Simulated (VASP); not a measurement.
## Sc: single point with r2SCAN

Sc:

```
Sc
1.0
     3.07595    0.00000    0.00000
     0.00000    3.07595    0.00000
     0.00000    0.00000    3.07595
Sc
1
Direct
  0.00000 0.00000 0.00000
```

This isn't the form of Sc at room conditions, which is hcp.

```yaml
Program: VASP 6.6.1
Task: single point
Functional: r2SCAN
Potentials_or_basis: VASP PAW PBE potentials, release 64 (Sc_sv)
Cutoff: 520 eV
k_mesh: 12 × 12 × 12
Occupations: fermi-dirac, width 0.1 eV
Spin: no spin polarisation
Dipole_correction: no
Further_INCAR_settings: ALGO = Normal; EDIFF = 1e-07; NBANDS = 12
```

| Quantity | Value |
| --- | --- |
| Pressure | -3.4 GPa |
| Band gap on the k mesh | zero (an odd number of electrons rules out a gap without spin polarisation) |

Levels at points of the mesh, in eV from the Fermi level:
| k point | band 2 | band 3 | band 4 | band 5 | band 6 | band 7 | band 8 | band 9 |
| --- | --- | --- | --- | --- | --- | --- | --- | --- |
| (0.00, 0.00, 0.00) | -29.60 | -29.60 | -29.60 | -5.24 | -0.37 | -0.37 | 3.52 | 3.52 |
| (0.50, 0.00, 0.00) | -29.97 | -29.56 | -29.56 | -1.78 | -0.90 | 0.20 | 2.16 | 2.16 |
| (0.50, 0.50, 0.00) | -29.92 | -29.92 | -29.53 | -1.60 | 0.23 | 2.47 | 2.47 | 3.20 |
| (0.50, 0.50, 0.50) | -29.87 | -29.87 | -29.87 | -0.36 | -0.36 | -0.36 | 4.32 | 4.32 |

Wall time 54 s on 1 thread of AMD EPYC 9R45 96-Core Processor (Zen 5), on a shared host, peak memory 0.13 GiB.

Caveat: the cell stands under tension; the PAW data sets were made with another functional, which shifts forces and pressure a little.
